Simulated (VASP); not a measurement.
# CaF2 (Fm-3m) in VASP: notebook

Runs on CaF2. Level: PBEsol. Tasks: single point.

Program: VASP 6.6.1. These are calculated values, not measurements. Logs are shortened: lines on timing, memory, paths and dates and some standing lists are left out, and cuts for length are marked.

## Step 1: The cell of the first run

It takes space group Fm-3m (No. 225, cubic). The conventional cell has a = 5.384 Å, b = 5.384 Å, c = 5.384 Å, α = 90.00°, β = 90.00°, γ = 90.00°. Ca (site symmetry m-3m) has 8 F at 2.33 Å within 3.1 Å. F (site symmetry -43m) has 4 Ca at 2.33 Å and 6 F at 2.69 Å within 3.1 Å.

## Step 2: Single point, PBEsol (13.01 Å³/atom)

The input, INCAR:

```
SYSTEM = CaF2
  PREC = Accurate
  ENCUT = 600
  EDIFF = 1E-6
  ISMEAR = 0
  SIGMA = 0.01
  LREAL = .FALSE.
  LASPH = .TRUE.
  NELM = 120
  ALGO = Normal
  ISIF = 2
  LWAVE = .FALSE.
  LCHARG = .FALSE.
  GGA = PS
  NBANDS = 19
  GGA_COMPAT = .FALSE.
```

The input, KPOINTS:

```
Automatic mesh
0
G
  8 8 8
  0 0 0
```

The input, POSCAR:

```
CaF2
1.0
    0.0000000000      2.6920975287      2.6920975287
    2.6920975287      0.0000000000      2.6920975287
    2.6920975287      2.6920975287      0.0000000000
Ca F
1 2
Direct
    0.0000000000      0.0000000000      0.0000000000
    0.2500000000      0.2500000000      0.2500000000
    0.7500000000      0.7500000000      0.7500000000
```

Potentials or basis: VASP PAW PBE potentials, release 64 (Ca_sv, F).

The run is started by

```
$ cat potpaw_PBE.64/Ca_sv/POTCAR potpaw_PBE.64/F/POTCAR > POTCAR
$ mpirun -np 1 vasp_std > vasp.out
```

OUTCAR:

```text
SYSTEM = CaF2
   PREC = Accurate
   ENCUT = 600
   EDIFF = 1E-6
   ISMEAR = 0
   LREAL = .FALSE.
   LASPH = .TRUE.
   NELM = 120
   ISIF = 2
   GGA = PS

 ion  position               nearest neighbor table
   1  0.000  0.000  0.000-   2 2.33   3 2.33   3 2.33   3 2.33   3 2.33   2 2.33   2 2.33   2 2.33

   2  0.250  0.250  0.250-   1 2.33   1 2.33   1 2.33   1 2.33
   3  0.750  0.750  0.750-   1 2.33   1 2.33   1 2.33   1 2.33

  LATTYP: Found a face centered cubic cell.
 ALAT       =     5.3841950574

  Lattice vectors:

 A1 = (   0.0000000000,   2.6920975287,   2.6920975287)
 A2 = (   2.6920975287,   0.0000000000,   2.6920975287)
 A3 = (   2.6920975287,   2.6920975287,   0.0000000000)

Analysis of symmetry for initial positions (statically):
=====================================================================
 Subroutine PRICEL returns:
 Original cell was already a primitive cell.

 Routine SETGRP: Setting up the symmetry group for a
 face centered cubic supercell.

 Subroutine GETGRP returns: Found 48 space group operations
 (whereof 48 operations were pure point group operations)
 out of a pool of 48 trial point group operations.

The static configuration has the point symmetry O_h .

Analysis of symmetry for dynamics (positions and initial velocities):
=====================================================================
 Subroutine PRICEL returns:
 Original cell was already a primitive cell.

 Routine SETGRP: Setting up the symmetry group for a
 face centered cubic supercell.

 Subroutine GETGRP returns: Found 48 space group operations
 (whereof 48 operations were pure point group operations)
 out of a pool of 48 trial point group operations.

The dynamic configuration has the point symmetry O_h .

 Subroutine INISYM returns: Found 48 space group operations
 (whereof 48 operations are pure point group operations),
 and found     1 'primitive' translations

----------------------------------------------------------------------------------------

                                     Primitive cell

  volume of cell :      39.0214

[... 77 lines left out ...]
   ions per type =               1   2
   NGX,Y,Z   is equivalent  to a cutoff of  13.10, 13.10, 13.10 a.u.
   NGXF,Y,Z  is equivalent  to a cutoff of  26.20, 26.20, 26.20 a.u.
 SYSTEM =  CaF2
   PREC   = accura    normal or accurate (medium, high low for compatibility)
   ISTART =      0    job   : 0-new  1-cont  2-samecut
   ICHARG =      2    charge: 1-file 2-atom 10-const
   ISPIN  =      1    spin polarized calculation?
   LNONCOLLINEAR =      F non collinear calculations
   LSORBIT =      F    spin-orbit coupling
   LASPH  =      T    aspherical Exc in radial PAW
   ENCUT  =  600.0 eV  44.10 Ry    6.64 a.u.   7.60  7.60  7.60*2*pi/ulx,y,z
   NELM   =    120;   NELMIN=  2; NELMDL= -5     # of ELM steps
   EDIFF  = 0.1E-05   stopping-criterion for ELM
   LREAL  =      F    real-space projection
   EDIFFG = 0.1E-04   stopping-criterion for IOM
   NSW    =      0    number of steps for IOM
   IBRION =     -1    ionic relax: 0-MD 1-quasi-New 2-CG
   NFREE  =      0    steps in history (QN), initial steepest desc. (CG)
   ISIF   =      2    stress and relaxation
   ISYM   =      2    0-nonsym 1-usesym 2-fastsym
   POTIM  = 0.5000    time-step for ionic-motion
   TEBEG  =    0.0;   TEEND  =   0.0 temperature during run
   PSTRESS=    0.0 pullay stress
   NELECT =      24.0000    total number of electrons
   NUPDOWN=      -1.0000    fix difference up-down
   EMIN   =  10.00;   EMAX   =-10.00  energy-range for DOS
   EFERMI =   0.00;   METHOD = LEGACY
   ISMEAR =     0;   SIGMA  =   0.01  broadening in eV -4-tet -1-fermi 0-gaus
   EFERMI_NEDOS =   21; number of points for ismear=-14 and -15
   IALGO  =     38    algorithm
   IMIX   =      4    mixing-type and parameters
     AMIX     =   0.40;   BMIX     =  1.00
     AMIX_MAG =   1.60;   BMIX_MAG =  1.00
  volume/ion in A,a.u.               =      13.01        87.78
  Fermi-wavevector in a.u.,A,eV,Ry     =   1.392230  2.630934 26.372249  1.938306
  Thomas-Fermi vector in A             =   2.515993
   LORBIT       =      0    0 simple, 1 ext, 2 COOP (PROOUT), +10 PAW based schemes
   GGA     = PS    functional components
   LHFCALC =     F    Hartree Fock is set to
   AEXX    =    0.0000 exact exchange contribution
   IVDW    =     0    specifies the selected vdW correction
   LEPSILON=     F    determine dielectric tensor
   LRPA    =     F    only Hartree local field effects (RPA)
 non-spin polarized calculation
 Gauss-broadening in eV      SIGMA  =   0.01
  energy-cutoff  :      600.00
  volume of cell :       39.02
 maximum number of plane-waves:      1316
   NGX = 15   NGY = 15   NGZ = 15

 number of electron      23.9999983 magnetization

 Free energy of the ion-electron system (eV)
  ---------------------------------------------------
  ext. energy  EPLUGINS =         0.00000000
  ---------------------------------------------------
  free energy    TOTEN  =       -17.89651603 eV

  energy without entropy =      -17.89651603  energy(sigma->0) =      -17.89651603

 E-fermi :  -0.7746     XC(G=0): -10.1219

 val. band max:       -0.8517020729   @ k =   0.5000   0.5000   0.0000
 cond. band min:       6.4920491657   @ k =   0.0000   0.0000   0.0000
 fundamental gap:      7.3437512385
 Fermi energy:        -0.7746382146

 k-point     1 :       0.0000    0.0000    0.0000
  band No.  band energies     occupation
      1     -36.4589      2.00000
      2     -20.7825      2.00000
      3     -19.9246      2.00000
      4     -17.4830      2.00000
      5     -17.4830      2.00000
      6     -17.4830      2.00000
[... 505 lines left out ...]
      6     -17.0292      2.00000
[... 11 lines left out ...]
     18      11.8464      0.00000
     19      13.7185      0.00000

 [... further k-points ...]
[... 5 lines left out ...]
  --------------------------------------------------------------------------------------
  -------------------------------------------------------------------------------------
  Total        0.5273999      0.5273999      0.5273999      0.0000000      0.0000000      0.0000000
  in kB       21.6545039     21.6545039     21.6545039      0.0000000      0.0000000      0.0000000
  external PRESSURE =      21.6545039 kB  Pullay stress =       0.0000000 kB

 VOLUME and BASIS-vectors are now :
 -----------------------------------------------------------------------------
  energy-cutoff  :      600.00
  volume of cell :       39.02
      direct lattice vectors                 reciprocal lattice vectors
     0.000000000  2.692097529  2.692097529    -0.185728784  0.185728784  0.185728784
     2.692097529  0.000000000  2.692097529     0.185728784 -0.185728784  0.185728784
     2.692097529  2.692097529  0.000000000     0.185728784  0.185728784 -0.185728784

 POSITION                                       TOTAL-FORCE (eV/Angst)
 -----------------------------------------------------------------------------------
      0.00000      0.00000      0.00000         0.000000      0.000000     -0.000000
      1.34605      1.34605      1.34605         0.000000     -0.000000      0.000000
      4.03815      4.03815      4.03815        -0.000000     -0.000000     -0.000000
 -----------------------------------------------------------------------------------
    total drift:                                0.000000     -0.000000      0.000000

  FREE ENERGIE OF THE ION-ELECTRON SYSTEM (eV)
  ---------------------------------------------------
  free  energy   TOTEN  =       -17.8965160291 eV

  energy  without entropy=      -17.8965160291  energy(sigma->0) =      -17.89651603
```

stdout:

```text
POSCAR found type information on POSCAR CaF
 POSCAR found :  2 types and       3 ions
 scaLAPACK will be used
 -----------------------------------------------------------------------------
|                                                                             |
|                                                                             |
|     You enforced a specific xc type in the INCAR file but a different       |
|     I HOPE YOU KNOW WHAT YOU ARE DOING!                                     |
|                                                                             |
 -----------------------------------------------------------------------------

 LDA part: xc-table for (Slater+PW92), standard interpolation
 POSCAR, INCAR and KPOINTS ok, starting setup
 FFT: planning ... GRIDC
 FFT: planning ... GRID_SOFT
 FFT: planning ... GRID
 WAVECAR not read
 entering main loop
```

Wall time 40 s (1 thread of Intel Xeon 8259CL, shared host); peak memory 0.18 GiB.

Results:

| Property | Result |
| --- | --- |
| Free energy | -17.8965 eV |
| Pressure | 2.2 GPa |
| Band gap on the k mesh | 7.34 eV (least direct gap 7.61 eV) |

Caveat: the PAW data sets were made with another functional, which shifts forces and pressure a little.

## Step 3: Single point, PBEsol

This run uses another cell than the first one, of 13.27 Å³/atom.

The input, INCAR:

```
  PREC = Accurate
  ENCUT = 600
  EDIFF = 1E-6
  ISMEAR = 0
  SIGMA = 0.02
  LREAL = F
  LASPH = T
  NELM = 120
  ALGO = Normal
  ISIF = 2
  LWAVE = F
  LCHARG = F
  GGA = PS
  NBANDS = 19
  GGA_COMPAT = F
```

The input, KPOINTS:

```
regular mesh
0
Gamma
  8 8 8
```

The input, POSCAR:

```
CaF2
1.0
    0.0000000000      2.7102879286      2.7102879286
    2.7102879286      0.0000000000      2.7102879286
    2.7102879286      2.7102879286      0.0000000000
Ca F
1 2
Direct
    0.0000000000      0.0000000000      0.0000000000
    0.2500000000      0.2500000000      0.2500000000
    0.7500000000      0.7500000000      0.7500000000
```

Potentials or basis: VASP PAW PBE potentials, release 64 (Ca_sv, F).

The run is started by

```
$ cat potpaw_PBE.64/Ca_sv/POTCAR potpaw_PBE.64/F/POTCAR > POTCAR
$ mpirun -np 1 vasp_std > vasp.out
```

OUTCAR:

```text
PREC = Accurate
   ENCUT = 600
   EDIFF = 1E-6
   ISMEAR = 0
   LREAL = F
   LASPH = T
   NELM = 120
   ISIF = 2
   GGA = PS

 ion  position               nearest neighbor table
   1  0.000  0.000  0.000-   2 2.35   3 2.35   3 2.35   3 2.35   3 2.35   2 2.35   2 2.35   2 2.35

   2  0.250  0.250  0.250-   1 2.35   1 2.35   1 2.35   1 2.35
   3  0.750  0.750  0.750-   1 2.35   1 2.35   1 2.35   1 2.35

  LATTYP: Found a face centered cubic cell.
 ALAT       =     5.4205758572

  Lattice vectors:

[... 193 lines left out ...]
      5     -17.6891      2.00000
      6     -17.6891      2.00000
[... 505 lines left out ...]
      6     -17.2521      2.00000
[... 11 lines left out ...]
     18      11.5933      0.00000
     19      13.3606      0.00000

 [... further k-points ...]
[... 5 lines left out ...]
  --------------------------------------------------------------------------------------
  -------------------------------------------------------------------------------------
  Total        0.0678889      0.0678889      0.0678889      0.0000000      0.0000000     -0.0000000
  in kB        2.7317017      2.7317017      2.7317017      0.0000000      0.0000000     -0.0000000
  external PRESSURE =       2.7317017 kB  Pullay stress =       0.0000000 kB

 VOLUME and BASIS-vectors are now :
 -----------------------------------------------------------------------------
  energy-cutoff  :      600.00
  volume of cell :       39.82
      direct lattice vectors                 reciprocal lattice vectors
     0.000000000  2.710287929  2.710287929    -0.184482244  0.184482244  0.184482244
     2.710287929  0.000000000  2.710287929     0.184482244 -0.184482244  0.184482244
     2.710287929  2.710287929  0.000000000     0.184482244  0.184482244 -0.184482244

 POSITION                                       TOTAL-FORCE (eV/Angst)
 -----------------------------------------------------------------------------------
      0.00000      0.00000      0.00000         0.000000      0.000000      0.000000
      1.35514      1.35514      1.35514         0.000000      0.000000     -0.000000
      4.06543      4.06543      4.06543        -0.000000     -0.000000      0.000000
 -----------------------------------------------------------------------------------
    total drift:                                0.000000     -0.000000      0.000000

  FREE ENERGIE OF THE ION-ELECTRON SYSTEM (eV)
  ---------------------------------------------------
  free  energy   TOTEN  =       -17.9044629360 eV

  energy  without entropy=      -17.9044629360  energy(sigma->0) =      -17.90446294
```

OSZICAR:

```text
N       E                     dE             d eps       ncg     rms          rms(c)
DAV:   1     0.230985691166E+03    0.23099E+03   -0.14634E+04  1102   0.142E+03
DAV:   2    -0.651457514665E+01   -0.23750E+03   -0.23076E+03  1301   0.371E+02
DAV:   3    -0.185896792068E+02   -0.12075E+02   -0.12016E+02  1239   0.881E+01
DAV:   4    -0.189820075454E+02   -0.39233E+00   -0.39143E+00  1707   0.125E+01
DAV:   5    -0.189850387049E+02   -0.30312E-02   -0.30310E-02  1241   0.122E+00    0.736E+00
DAV:   6    -0.179071846426E+02    0.10779E+01   -0.43529E+00  1180   0.147E+01    0.298E+00
DAV:   7    -0.178923648458E+02    0.14820E-01   -0.10417E-01  1280   0.328E+00    0.168E+00
DAV:   8    -0.179016660822E+02   -0.93012E-02   -0.34171E-02  1220   0.206E+00    0.216E-01
DAV:   9    -0.179036397275E+02   -0.19736E-02   -0.68207E-03  1342   0.601E-01    0.128E-01
DAV:  10    -0.179044511126E+02   -0.81139E-03   -0.16233E-03  1158   0.327E-01    0.200E-02
DAV:  11    -0.179044586070E+02   -0.74944E-05   -0.49217E-05  1296   0.646E-02    0.734E-03
DAV:  12    -0.179044631246E+02   -0.45176E-05   -0.92903E-06  1292   0.270E-02    0.328E-03
DAV:  13    -0.179044629360E+02    0.18863E-06   -0.22702E-06  1197   0.115E-02
   1 F= -.17904463E+02 E0= -.17904463E+02  d E =-.283787E-21
```

Wall time 36 s (1 thread of Intel Xeon 8259CL, shared host); peak memory 0.18 GiB.

Results:

```
Free energy            : -17.9045 eV
Pressure               : 0.3 GPa
Band gap on the k mesh : 7.23 eV (least direct gap 7.49 eV)
```

Caveat: the PAW data sets were made with another functional, which shifts forces and pressure a little.

## Step 4: Single point, PBEsol (13.54 Å³/atom)

This run uses another cell than the first one, of 13.54 Å³/atom.

The input, INCAR:

```
SYSTEM = CaF2
PREC = Accurate ; ENCUT = 600
EDIFF = 1E-6 ; ISMEAR = 0
SIGMA = 0.01 ; LREAL = .False.
LASPH = .True. ; NELM = 120
ALGO = Normal ; ISIF = 2
LWAVE = .False. ; LCHARG = .False.
GGA = PS ; NBANDS = 19
GGA_COMPAT = .False.
```

The input, KPOINTS:

```
regular mesh
0
Gamma
  8 8 8
  0 0 0
```

The input, POSCAR:

```
CaF2
1.0
    0.0000000000      2.7282373784      2.7282373784
    2.7282373784      0.0000000000      2.7282373784
    2.7282373784      2.7282373784      0.0000000000
Ca F
1 2
Direct
    0.0000000000      0.0000000000      0.0000000000
    0.2500000000      0.2500000000      0.2500000000
    0.7500000000      0.7500000000      0.7500000000
```

The run is started by

```
$ cat potpaw_PBE.64/Ca_sv/POTCAR potpaw_PBE.64/F/POTCAR > POTCAR
$ mpirun -np 1 vasp_std > vasp.out
```

Run time: 38 s. Hardware: 1 thread of Intel Xeon 8259CL, shared host; peak memory 0.19 GiB.

The run converged. Its results:

| Item | Value |
| --- | --- |
| Free energy | -17.9035 eV |
| Pressure | -1.4 GPa |
| Band gap on the k mesh | 7.11 eV (least direct gap 7.37 eV) |

Levels at points of the mesh, in eV from the valence-band top:
```
           k point  band 9  band 10  band 11  band 12  band 13  band 14  band 15  band 16
(0.00, 0.00, 0.00)   -2.15    -0.26    -0.26    -0.26     7.11     9.13     9.13    11.25
(0.50, 0.00, 0.00)   -1.32    -1.26    -0.85    -0.85     9.36     9.36     9.72    10.55
(0.50, 0.50, 0.00)   -1.67    -0.37    -0.37     0.00     8.03     9.49    10.09    10.88
```

Caveat: the PAW data sets were made with another functional, which shifts forces and pressure a little. A k mesh can miss the band edges.

## Step 5: The runs side by side

```csv
cell,smearing,gap on the mesh (eV),pressure (GPa)
"a = 3.807 Å, angles 60.0°, 3 atoms",gaussian 0.01 eV,7.34,2.2
"a = 3.833 Å, angles 60.0°, 3 atoms",gaussian 0.02 eV,7.23,0.3
"a = 3.858 Å, angles 60.0°, 3 atoms",gaussian 0.01 eV,7.11,-1.4
```

Alike in all rows: task single point; level PBEsol; potentials or basis VASP PAW PBE potentials, release 64 (Ca_sv, F); no spin polarisation; k mesh 8 × 8 × 8; cutoff (eV) 600.

Caveats: the PAW data sets were made with another functional, which shifts forces and pressure a little.

Total energies depend on the potentials used, so only differences within one code and one set of settings carry meaning.
